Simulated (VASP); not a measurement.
# Sb (Fd-3m) in VASP: further runs, part 2 of 2

VASP 6.6.1.

## (5) Single point, r2SCAN (41.93 Å³/atom)

This run uses another cell than the first one, of 41.93 Å³/atom.

POSCAR

```
Sb
1.0
    0.0000000000      3.4741300375      3.4741300375
    3.4741300375      0.0000000000      3.4741300375
    3.4741300375      3.4741300375      0.0000000000
Sb
2
Direct
    0.1250000000      0.1250000000      0.1250000000
    0.8750000000      0.8750000000      0.8750000000
```

INCAR.step1

```
  PREC = Accurate
  ENCUT = 550
  ISMEAR = -1
  SIGMA = 0.1
  LREAL = False
  LASPH = True
  NELM = 120
  NBANDS = 12
  GGA = PE
  ALGO = Normal
  EDIFF = 1E-5
  LWAVE = True
  LCHARG = False
  GGA_COMPAT = False
```

INCAR.step2

```
  PREC = Accurate
  ENCUT = 550
  EDIFF = 1E-6
  ISMEAR = -1
  SIGMA = 0.1
  LREAL = False
  LASPH = True
  NELM = 120
  ALGO = Normal
  ISIF = 2
  LWAVE = False
  LCHARG = False
  METAGGA = R2SCAN
  LMIXTAU = True
  NBANDS = 12
  ISTART = 1
  GGA_COMPAT = False
```

KPOINTS

```
regular mesh
0
Gamma
  9 9 9
```

Potentials or basis: VASP PAW PBE potentials, release 64 (Sb).

The run is started by

```sh
cat potpaw_PBE.64/Sb/POTCAR > POTCAR
cp INCAR.step1 INCAR
mpirun -np 1 vasp_std > vasp.out
cp INCAR.step2 INCAR
mpirun -np 1 vasp_std > vasp.out
```

OUTCAR:

```text
PREC = Accurate
   ENCUT = 550
   EDIFF = 1E-6
   ISMEAR = -1
   LREAL = False
   LASPH = True
   NELM = 120
   ISIF = 2
   METAGGA = R2SCAN
   ISTART = 1

 ion  position               nearest neighbor table
   1  0.125  0.125  0.125-   2 3.01   2 3.01   2 3.01   2 3.01
   2  0.875  0.875  0.875-   1 3.01   1 3.01   1 3.01   1 3.01

  LATTYP: Found a face centered cubic cell.
 ALAT       =     6.9482600750

  Lattice vectors:

 A1 = (   0.0000000000,   3.4741300375,   3.4741300375)
 A2 = (   3.4741300375,   0.0000000000,   3.4741300375)
 A3 = (   3.4741300375,   3.4741300375,   0.0000000000)

Analysis of symmetry for initial positions (statically):
=====================================================================
 Subroutine PRICEL returns:
 Original cell was already a primitive cell.

 Routine SETGRP: Setting up the symmetry group for a
 face centered cubic supercell.

 Subroutine GETGRP returns: Found 48 space group operations
 (whereof 12 operations were pure point group operations)
 out of a pool of 48 trial point group operations.

The static configuration has the point symmetry D_3d.
 The point group associated with its full space group is O_h .

Analysis of symmetry for dynamics (positions and initial velocities):
=====================================================================
 Subroutine PRICEL returns:
 Original cell was already a primitive cell.

 Routine SETGRP: Setting up the symmetry group for a
 face centered cubic supercell.

 Subroutine GETGRP returns: Found 48 space group operations
 (whereof 12 operations were pure point group operations)
 out of a pool of 48 trial point group operations.

The dynamic configuration has the point symmetry D_3d.
 The point group associated with its full space group is O_h .

 Subroutine INISYM returns: Found 48 space group operations
 (whereof 12 operations are pure point group operations),
 and found     1 'primitive' translations

----------------------------------------------------------------------------------------

                                     Primitive cell

  volume of cell :      83.8626

  direct lattice vectors                    reciprocal lattice vectors
     0.000000000  3.474130038  3.474130038    -0.143920923  0.143920923  0.143920923
     3.474130038  0.000000000  3.474130038     0.143920923 -0.143920923  0.143920923
     3.474130038  3.474130038  0.000000000     0.143920923  0.143920923 -0.143920923

  length of vectors
     4.913161816  4.913161816  4.913161816     0.249278350  0.249278350  0.249278350

  position of ions in fractional coordinates (direct lattice)
     0.125000000  0.125000000  0.125000000
     0.875000000  0.875000000  0.875000000

  ion indices of the primitive-cell ions
   primitive index   ion index
                 1           1
                 2           2

----------------------------------------------------------------------------------------

 KPOINTS: regular mesh

Automatic generation of k-mesh.
 Grid dimensions read from file:
 generate k-points for:    9    9    9

 Generating k-lattice:

  Cartesian coordinates                     Fractional coordinates (reciprocal lattice)
    -0.015991214  0.015991214  0.015991214     0.111111111  0.000000000  0.000000000
     0.015991214 -0.015991214  0.015991214     0.000000000  0.111111111  0.000000000
     0.015991214  0.015991214 -0.015991214     0.000000000  0.000000000  0.111111111

  Length of vectors
     0.027697594  0.027697594  0.027697594

  Shift w.r.t. Gamma in fractional coordinates (k-lattice)
     0.000000000  0.000000000  0.000000000

 Subroutine IBZKPT returns following result:
 ===========================================

 Found     35 irreducible k-points:

 Following reciprocal coordinates:
            Coordinates               Weight
  0.000000  0.000000  0.000000      1.000000
  0.111111  0.000000  0.000000      8.000000
  0.222222  0.000000  0.000000      8.000000
  0.333333  0.000000  0.000000      8.000000
  0.444444  0.000000  0.000000      8.000000
  0.111111  0.111111  0.000000      6.000000
[... 16 lines left out ...]
 -0.333333  0.333333  0.000000     12.000000
  0.444444  0.444444  0.000000      6.000000
 [... further k-points ...]
   k-points           NKPTS =     35   k-points in BZ     NKDIM =     35   number of bands    NBANDS=     12
   number of dos      NEDOS =    301   number of ions     NIONS =      2
   total plane-waves  NPLWV =  64000
   dimension x,y,z NGX =    40 NGY =   40 NGZ =   40
   dimension x,y,z NGXF=    80 NGYF=   80 NGZF=   80
   ions per type =               2
   NGX,Y,Z   is equivalent  to a cutoff of  13.53, 13.53, 13.53 a.u.
   NGXF,Y,Z  is equivalent  to a cutoff of  27.07, 27.07, 27.07 a.u.
 SYSTEM =  unknown system
   PREC   = accura    normal or accurate (medium, high low for compatibility)
   ISTART =      1    job   : 0-new  1-cont  2-samecut
   ICHARG =      0    charge: 1-file 2-atom 10-const
   ISPIN  =      1    spin polarized calculation?
   LNONCOLLINEAR =      F non collinear calculations
   LSORBIT =      F    spin-orbit coupling
   LASPH  =      T    aspherical Exc in radial PAW
   ENCUT  =  550.0 eV  40.42 Ry    6.36 a.u.   9.40  9.40  9.40*2*pi/ulx,y,z
   NELM   =    120;   NELMIN=  2; NELMDL=  0     # of ELM steps
   EDIFF  = 0.1E-05   stopping-criterion for ELM
   LREAL  =      F    real-space projection
   EDIFFG = 0.1E-04   stopping-criterion for IOM
   NSW    =      0    number of steps for IOM
   IBRION =     -1    ionic relax: 0-MD 1-quasi-New 2-CG
   NFREE  =      0    steps in history (QN), initial steepest desc. (CG)
   ISIF   =      2    stress and relaxation
   ISYM   =      2    0-nonsym 1-usesym 2-fastsym
   POTIM  = 0.5000    time-step for ionic-motion
   TEBEG  =    0.0;   TEEND  =   0.0 temperature during run
   PSTRESS=    0.0 pullay stress
   NELECT =      10.0000    total number of electrons
   NUPDOWN=      -1.0000    fix difference up-down
   EMIN   =  10.00;   EMAX   =-10.00  energy-range for DOS
   EFERMI =   0.00;   METHOD = LEGACY
   ISMEAR =    -1;   SIGMA  =   0.10  broadening in eV -4-tet -1-fermi 0-gaus
   EFERMI_NEDOS =   21; number of points for ismear=-14 and -15
   IALGO  =     38    algorithm
   IMIX   =      4    mixing-type and parameters
     AMIX     =   0.40;   BMIX     =  1.00
     AMIX_MAG =   1.60;   BMIX_MAG =  1.00
  volume/ion in A,a.u.               =      41.93       282.97
  Fermi-wavevector in a.u.,A,eV,Ry     =   0.805784  1.522711  8.834103  0.649288
  Thomas-Fermi vector in A             =   1.914094
   LORBIT       =      0    0 simple, 1 ext, 2 COOP (PROOUT), +10 PAW based schemes
   METAGGA = R2SCAN    functional components
   LHFCALC =     F    Hartree Fock is set to
   AEXX    =    0.0000 exact exchange contribution
   IVDW    =     0    specifies the selected vdW correction
   LEPSILON=     F    determine dielectric tensor
   LRPA    =     F    only Hartree local field effects (RPA)
 non-spin polarized calculation
  energy-cutoff  :      550.00
  volume of cell :       83.86
 maximum number of plane-waves:      2485
 NGX is ok and might be reduce to    40
   NGX = 19   NGY = 19   NGZ = 19

 number of electron       9.9999999 magnetization

 Free energy of the ion-electron system (eV)
  ---------------------------------------------------
  ext. energy  EPLUGINS =         0.00000000
  ---------------------------------------------------
  free energy    TOTEN  =       -50.64946671 eV

  energy without entropy =      -50.59981745  energy(sigma->0) =      -50.62464208

 E-fermi :   3.9544     XC(G=0):  -8.3588

 val. band max:        3.9466365814   @ k =  -0.4444   0.4444   0.1111
 cond. band min:       3.9628273718   @ k =   0.4444   0.3333   0.0000
 fundamental gap:      0.0161907903
 Fermi energy:         3.9543887515

 k-point     1 :       0.0000    0.0000    0.0000
  band No.  band energies     occupation
      1      -8.1558      2.00000
      2      -1.3842      2.00000
      3       1.9881      2.00000
      4       1.9881      2.00000
      5       1.9881      2.00000
      6       4.4514      0.01378
      7       4.4514      0.01378
      8       4.4514      0.01378
      9       8.2228      0.00000
     10      10.6263      0.00000
     11      10.6263      0.00000
     12      11.8985      0.00000
[... 331 lines left out ...]
 k-point    24 :       0.4444    0.4444    0.0000
  band No.  band energies     occupation
      1      -6.2824      2.00000
      2      -5.3076      2.00000
      3       0.2995      2.00000
      4       0.2995      2.00000
      5       3.4384      1.98858
      6       3.5879      1.95004
      7       8.2223      0.00000
      8       8.2223      0.00000
      9       9.8195      0.00000
     10      11.1232      0.00000
     11      12.7746      0.00000
     12      12.7811      0.00000

 [... further k-points ...]
[... 5 lines left out ...]
  --------------------------------------------------------------------------------------
  -------------------------------------------------------------------------------------
  Total        0.0026173      0.0026173      0.0026173      0.0000000      0.0000000     -0.0000000
  in kB        0.0500024      0.0500024      0.0500024      0.0000000      0.0000000     -0.0000000
  external PRESSURE =       0.0500024 kB  Pullay stress =       0.0000000 kB

 VOLUME and BASIS-vectors are now :
 -----------------------------------------------------------------------------
  energy-cutoff  :      550.00
  volume of cell :       83.86
      direct lattice vectors                 reciprocal lattice vectors
     0.000000000  3.474130038  3.474130038    -0.143920923  0.143920923  0.143920923
     3.474130038  0.000000000  3.474130038     0.143920923 -0.143920923  0.143920923
     3.474130038  3.474130038  0.000000000     0.143920923  0.143920923 -0.143920923

 POSITION                                       TOTAL-FORCE (eV/Angst)
 -----------------------------------------------------------------------------------
      0.86853      0.86853      0.86853         0.000000      0.000000      0.000000
      6.07973      6.07973      6.07973        -0.000000     -0.000000     -0.000000
 -----------------------------------------------------------------------------------
    total drift:                                0.000000     -0.000000     -0.000000

  FREE ENERGIE OF THE ION-ELECTRON SYSTEM (eV)
  ---------------------------------------------------
  free  energy   TOTEN  =       -50.6494667137 eV

  energy  without entropy=      -50.5998174518  energy(sigma->0) =      -50.62464208
```

Run time: 94 s. Hardware: 1 thread of AMD EPYC 9R45 (Zen 5), shared host; peak memory 0.22 GiB.

What came out:

```yaml
Free_energy: -50.6495 eV
Pressure: 0.0 GPa
Band_gap_on_the_k_mesh: zero (bands 5 and 6 overlap by 0.86 eV)
```

Caveat: the PAW data sets were made with another functional, which shifts forces and pressure a little; spin-orbit coupling is left out, which moves the levels of the heavy elements.

## (6) Summary

| cell | gap on the mesh (eV) | pressure (GPa) |
| --- | --- | --- |
| a = 4.708 Å, angles 60.0°, 2 atoms | none | 5.6 |
| a = 4.778 Å, angles 60.0°, 2 atoms | none | 3.3 |
| a = 4.847 Å, angles 60.0°, 2 atoms | none | 1.5 |
| a = 4.913 Å, angles 60.0°, 2 atoms | none | 0.0 |

Alike in all rows: task single point; level r2SCAN; potentials or basis VASP PAW PBE potentials, release 64 (Sb); no spin polarisation; k mesh 9 × 9 × 9; cutoff (eV) 550; smearing fermi-dirac 0.1 eV.

Caveats: the PAW data sets were made with another functional, which shifts forces and pressure a little; spin-orbit coupling is left out, which moves the levels of the heavy elements; the cell stands under pressure (at least some runs).

Total energies depend on the potentials used, so only differences within one code and one set of settings carry meaning.
